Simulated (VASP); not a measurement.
# SrO (P6_3/mmc) in VASP: single point with PBE

Aim: the single point of SrO with PBE.

Everything below comes from runs of VASP 6.6.1. Logs are shortened: lines on timing, memory, paths and dates and some standing lists are left out, and cuts for length are marked.

**1. The cell of the first run**

Symmetry: P6_3/mmc, No. 194, hexagonal system. Conventional cell: a = 3.563 Å, b = 3.563 Å, c = 6.255 Å, α = 90.00°, β = 90.00°, γ = 120.00°. Sr (site symmetry -3m) has 6 O at 2.58 Å and 2 Sr at 3.13 Å within 3.4 Å. Within 3.4 Å of O (site symmetry -6m2) lie 6 Sr at 2.58 Å.

**2. Single point, PBE, non-collinear spin, zero start, spin-orbit coupling**

Input file INCAR:

```
PREC = Accurate ; ENCUT = 520
EDIFF = 1E-6 ; ISMEAR = 0
SIGMA = 0.01 ; LREAL = False
LASPH = True ; NELM = 150
ALGO = Normal ; ISIF = 2
LWAVE = False ; LCHARG = False
MAGMOM = 0 0 0 0 0 0 0 0 0 0 0 0 ; LORBIT = 11
LSORBIT = True ; GGA_COMPAT = False
LORBMOM = True ; GGA = PE
NBANDS = 46
```

Input file KPOINTS:

```
Automatic mesh
0
Gamma
  12 12 4
```

Input file POSCAR:

```
SrO
1.0
    3.5632380098      0.0000000000      0.0000000000
   -1.7816190049      3.0858546362      0.0000000000
    0.0000000000      0.0000000000      6.2551048084
Sr O
2 2
Direct
    0.0000000000      0.0000000000      0.0000000000
    0.0000000000      0.0000000000      0.5000000000
    0.3333333333      0.6666666667      0.2500000000
    0.6666666667      0.3333333333      0.7500000000
```

Potentials or basis: VASP PAW PBE potentials, release 64 (Sr_sv, O).

Run with:

```
$ cat potpaw_PBE.64/Sr_sv/POTCAR potpaw_PBE.64/O/POTCAR > POTCAR
$ mpirun -np 1 vasp_ncl > vasp.out
```

OUTCAR:

```text
PREC = Accurate
   ENCUT = 520
   EDIFF = 1E-6
   ISMEAR = 0
   LREAL = False
   LASPH = True
   NELM = 150
   ISIF = 2
   LORBIT = 11
   LSORBIT = True
   GGA = PE

 ion  position               nearest neighbor table
   1  0.000  0.000  0.000-   3 2.58   4 2.58   3 2.58   4 2.58   4 2.58   3 2.58   2 3.13   2 3.13
                             2 4.74   2 4.74   2 4.74   2 4.74   2 4.74   2 4.74   2 4.74   2 4.74
   2  0.000  0.000  0.500-   3 2.58   4 2.58   3 2.58   4 2.58   4 2.58   3 2.58   1 3.13   1 3.13
                             1 4.74   1 4.74   1 4.74   1 4.74   1 4.74   1 4.74   1 4.74   1 4.74
   3  0.333  0.667  0.250-   1 2.58   2 2.58   1 2.58   2 2.58   1 2.58   2 2.58
   4  0.667  0.333  0.750-   1 2.58   2 2.58   1 2.58   2 2.58   1 2.58   2 2.58

  LATTYP: Found a hexagonal cell.
 ALAT       =     3.5632380098
 C/A-ratio  =     1.7554552323

  Lattice vectors:

 A1 = (   3.5632380098,   0.0000000000,   0.0000000000)
 A2 = (  -1.7816190049,   3.0858546362,   0.0000000000)
 A3 = (   0.0000000000,   0.0000000000,   6.2551048084)

Analysis of symmetry for initial positions (statically):
=====================================================================
 Subroutine PRICEL returns:
 Original cell was already a primitive cell.

 Routine SETGRP: Setting up the symmetry group for a
 hexagonal supercell.

 Subroutine GETGRP returns: Found 24 space group operations
 (whereof 12 operations were pure point group operations)
 out of a pool of 24 trial point group operations.

The static configuration has the point symmetry D_3d.
 The point group associated with its full space group is D_6h.

Analysis of symmetry for dynamics (positions and initial velocities):
=====================================================================
 Subroutine PRICEL returns:
 Original cell was already a primitive cell.

 Routine SETGRP: Setting up the symmetry group for a
 hexagonal supercell.

 Subroutine GETGRP returns: Found 24 space group operations
 (whereof 12 operations were pure point group operations)
 out of a pool of 24 trial point group operations.

The dynamic configuration has the point symmetry D_3d.
 The point group associated with its full space group is D_6h.

Analysis of structural, dynamic, and magnetic symmetry:
=====================================================================
 Subroutine PRICEL returns:
 Original cell was already a primitive cell.

 Routine SETGRP: Setting up the symmetry group for a
 hexagonal supercell.

 Subroutine GETGRP returns: Found 24 space group operations
 (whereof 12 operations were pure point group operations)
 out of a pool of 24 trial point group operations.

The overall configuration has the point symmetry D_3d.
 The point group associated with its full space group is D_6h.

 Subroutine INISYM returns: Found 24 space group operations
 (whereof 12 operations are pure point group operations),
 and found     1 'primitive' translations

----------------------------------------------------------------------------------------

                                     Primitive cell

  volume of cell :      68.7788

  direct lattice vectors                    reciprocal lattice vectors
     3.563238010  0.000000000  0.000000000     0.280643616  0.162029667  0.000000000
    -1.781619005  3.085854636  0.000000000     0.000000000  0.324059335  0.000000000
     0.000000000  0.000000000  6.255104808     0.000000000  0.000000000  0.159869424

  length of vectors
     3.563238010  3.563238010  6.255104808     0.324059335  0.324059335  0.159869424

  position of ions in fractional coordinates (direct lattice)
     0.000000000  0.000000000  0.000000000
     0.000000000  0.000000000  0.500000000
     0.333333333  0.666666667  0.250000000
     0.666666667  0.333333333  0.750000000

  ion indices of the primitive-cell ions
   primitive index   ion index
                 1           1
                 2           2
                 3           3
                 4           4

----------------------------------------------------------------------------------------

 KPOINTS: Automatic mesh

Automatic generation of k-mesh.
 Grid dimensions read from file:
 generate k-points for:   12   12    4

 Generating k-lattice:

  Cartesian coordinates                     Fractional coordinates (reciprocal lattice)
     0.023386968  0.013502472  0.000000000     0.083333333  0.000000000  0.000000000
     0.000000000  0.027004945  0.000000000     0.000000000  0.083333333  0.000000000
     0.000000000  0.000000000  0.039967356     0.000000000  0.000000000  0.250000000

  Length of vectors
     0.027004945  0.027004945  0.039967356

[... 66 lines left out ...]
   EMIN   =  10.00;   EMAX   =-10.00  energy-range for DOS
   EFERMI =   0.00;   METHOD = LEGACY
   ISMEAR =     0;   SIGMA  =   0.01  broadening in eV -4-tet -1-fermi 0-gaus
   EFERMI_NEDOS =   21; number of points for ismear=-14 and -15
   IALGO  =     38    algorithm
   IMIX   =      4    mixing-type and parameters
     AMIX     =   0.40;   BMIX     =  1.00
     AMIX_MAG =   1.60;   BMIX_MAG =  1.00
  volume/ion in A,a.u.               =      17.19       116.04
  Fermi-wavevector in a.u.,A,eV,Ry     =   1.268547  2.397206 21.894648  1.609211
  Thomas-Fermi vector in A             =   2.401636
   LORBIT       =     11    0 simple, 1 ext, 2 COOP (PROOUT), +10 PAW based schemes
   GGA     = PE    functional components
   LHFCALC =     F    Hartree Fock is set to
   AEXX    =    0.0000 exact exchange contribution
   IVDW    =     0    specifies the selected vdW correction
   LEPSILON=     F    determine dielectric tensor
   LRPA    =     F    only Hartree local field effects (RPA)
 Gauss-broadening in eV      SIGMA  =   0.01
  energy-cutoff  :      520.00
  volume of cell :       68.78
 maximum number of plane-waves:      3766
 NGX is ok and might be reduce to    28
   NGX = 13   NGY = 13   NGZ = 23

 number of electron      32.0000000 magnetization       0.0000000      0.0000000      0.0000000

 number of electron      31.9999999 magnetization      -0.0000000      0.0000000     -0.0000000

 number of electron      31.9999999 magnetization      -0.0000000      0.0000000      0.0000000

 Free energy of the ion-electron system (eV)
  ---------------------------------------------------
  ext. energy  EPLUGINS =         0.00000000
  ---------------------------------------------------
  free energy    TOTEN  =       -23.65943871 eV

  energy without entropy =      -23.65943871  energy(sigma->0) =      -23.65943871

 E-fermi :   1.8562     XC(G=0):  -9.9627

 val. band max:        1.7302691171   @ k =   0.0000   0.0000   0.0000
 cond. band min:       5.1139187905   @ k =   0.0000   0.0000   0.0000
 fundamental gap:      3.3836496734
 Fermi energy:         1.8562185435

 k-point     1 :       0.0000    0.0000    0.0000
  band No.  band energies     occupation
      1     -31.1328      1.00000
      2     -31.1328      1.00000
      3     -30.9210      1.00000
      4     -30.9210      1.00000
      5     -15.4022      1.00000
      6     -15.4022      1.00000
[... 1117 lines left out ...]
     43      10.1067      0.00000
     44      10.1067      0.00000

 [... further k-points ...]

 [bands above 44 left out]

------------------------ aborting loop because EDIFF is reached ----------------------------------------

  FORCE on cell =-STRESS in cart. coord.  units (eV):
  Direction    XX          YY          ZZ          XY          YZ          ZX
  --------------------------------------------------------------------------------------
  -------------------------------------------------------------------------------------
  Total        1.0036109      1.0036109      1.2786330      0.0000000     -0.0000000      0.0000000
  in kB       23.3787379     23.3787379     29.7852754      0.0000000     -0.0000000      0.0000000
  external PRESSURE =      25.5142504 kB  Pullay stress =       0.0000000 kB

 VOLUME and BASIS-vectors are now :
 -----------------------------------------------------------------------------
  energy-cutoff  :      520.00
  volume of cell :       68.78
      direct lattice vectors                 reciprocal lattice vectors
     3.563238010  0.000000000  0.000000000     0.280643616  0.162029667  0.000000000
    -1.781619005  3.085854636  0.000000000     0.000000000  0.324059335  0.000000000
     0.000000000  0.000000000  6.255104808     0.000000000  0.000000000  0.159869424

 POSITION                                       TOTAL-FORCE (eV/Angst)
 -----------------------------------------------------------------------------------
      0.00000      0.00000      0.00000         0.000000      0.000000      0.000000
      0.00000      0.00000      3.12755         0.000000      0.000000      0.000000
     -0.00000      2.05724      1.56378         0.000000      0.000000     -0.000000
      1.78162      1.02862      4.69133        -0.000000     -0.000000     -0.000000
 -----------------------------------------------------------------------------------
    total drift:                               -0.000000      0.000000      0.000000

  FREE ENERGIE OF THE ION-ELECTRON SYSTEM (eV)
  ---------------------------------------------------
  free  energy   TOTEN  =       -23.6594387079 eV

  energy  without entropy=      -23.6594387079  energy(sigma->0) =      -23.65943871

 orbital moment (x)

 # of ion     p       d       tot
 ----------------------------------------
  1         0.000  -0.000  -0.000
  2         0.000   0.000   0.000
  3         0.000   0.000   0.000
  4         0.000   0.000   0.000
 ----------------------------------------
            0.000   0.000   0.000

 orbital moment (y)

 # of ion     p       d       tot
 ----------------------------------------
  1        -0.000   0.000  -0.000
  2         0.000   0.000   0.000
  3        -0.000   0.000  -0.000
  4        -0.000   0.000  -0.000
 ----------------------------------------
           -0.000   0.000  -0.000

 orbital moment (z)

 # of ion     p       d       tot
 ----------------------------------------
  1         0.000   0.000   0.000
  2         0.000   0.000   0.000
  3         0.000   0.000   0.000
  4         0.000   0.000   0.000
 ----------------------------------------
            0.000   0.000   0.000

 Spin-Orbit-Coupling matrix elements

 Ion:    1  E_soc:     -0.1752874
 l=   1
     0.0000000    -0.0291916    -0.0291820
    -0.0291916     0.0000000    -0.0291916
    -0.0291820    -0.0291916     0.0000000
 l=   2
     0.0000000    -0.0000064     0.0000000    -0.0000064    -0.0000189
    -0.0000064     0.0000000    -0.0000131    -0.0000080    -0.0000064
     0.0000000    -0.0000131     0.0000000    -0.0000131     0.0000000
    -0.0000064    -0.0000080    -0.0000131     0.0000000    -0.0000064
    -0.0000189    -0.0000064     0.0000000    -0.0000064     0.0000000
 l=   3
     0.0000000     0.0000000     0.0000000     0.0000000     0.0000000     0.0000000     0.0000000
     0.0000000     0.0000000     0.0000000     0.0000000     0.0000000     0.0000000     0.0000000
     0.0000000     0.0000000     0.0000000     0.0000000     0.0000000     0.0000000     0.0000000
     0.0000000     0.0000000     0.0000000     0.0000000     0.0000000     0.0000000     0.0000000
[... 49 lines left out ...]
 l=   2
     0.0000000     0.0000000     0.0000000     0.0000000     0.0000000
     0.0000000     0.0000000     0.0000000     0.0000000     0.0000000
     0.0000000     0.0000000     0.0000000     0.0000000     0.0000000
     0.0000000     0.0000000     0.0000000     0.0000000     0.0000000
     0.0000000     0.0000000     0.0000000     0.0000000     0.0000000
 l=   3
     0.0000000     0.0000000     0.0000000     0.0000000     0.0000000     0.0000000     0.0000000
     0.0000000     0.0000000     0.0000000     0.0000000     0.0000000     0.0000000     0.0000000
     0.0000000     0.0000000     0.0000000     0.0000000     0.0000000     0.0000000     0.0000000
     0.0000000     0.0000000     0.0000000     0.0000000     0.0000000     0.0000000     0.0000000
     0.0000000     0.0000000     0.0000000     0.0000000     0.0000000     0.0000000     0.0000000
     0.0000000     0.0000000     0.0000000     0.0000000     0.0000000     0.0000000     0.0000000
     0.0000000     0.0000000     0.0000000     0.0000000     0.0000000     0.0000000     0.0000000

 total charge

# of ion       s       p       d       tot
------------------------------------------
    1        2.018   5.829   0.258   8.105
    2        2.018   5.829   0.258   8.105
    3        1.551   3.419   0.000   4.970
    4        1.551   3.419   0.000   4.970
--------------------------------------------------
tot          7.139  18.494   0.516  26.150

 magnetization (x)

# of ion       s       p       d       tot
------------------------------------------
    1        0.000   0.000   0.000   0.000
    2       -0.000  -0.000   0.000  -0.000
    3        0.000  -0.000   0.000  -0.000
    4        0.000  -0.000   0.000  -0.000
--------------------------------------------------
tot         -0.000  -0.000   0.000  -0.000

 magnetization (y)

# of ion       s       p       d       tot
------------------------------------------
    1       -0.000   0.000   0.000  -0.000
    2       -0.000  -0.000   0.000  -0.000
    3       -0.000  -0.000   0.000  -0.000
    4        0.000  -0.000   0.000  -0.000
--------------------------------------------------
tot         -0.000  -0.000   0.000  -0.000

 magnetization (z)

# of ion       s       p       d       tot
------------------------------------------
    1        0.000   0.000   0.000   0.000
    2        0.000   0.000  -0.000  -0.000
    3        0.000   0.000   0.000   0.000
    4        0.000   0.000   0.000   0.000
--------------------------------------------------
tot          0.000   0.000   0.000   0.000
```

Run time: 13 min. Hardware: 1 thread of Intel Xeon 8259CL, shared host; peak memory 0.46 GiB.

What came out:

```
Free energy                                           : -23.6594 eV
Pressure                                              : 2.6 GPa
Net moment                                            : 0.00 μB per cell
Valence electrons inside the program's atomic spheres : Sr 8.11; O 4.97
```

Moments on the atoms (μB; x, y, z):
```
Sr  0.00 0.00 0.00
Sr  0.00 0.00 0.00
O   0.00 0.00 0.00
O   0.00 0.00 0.00
```
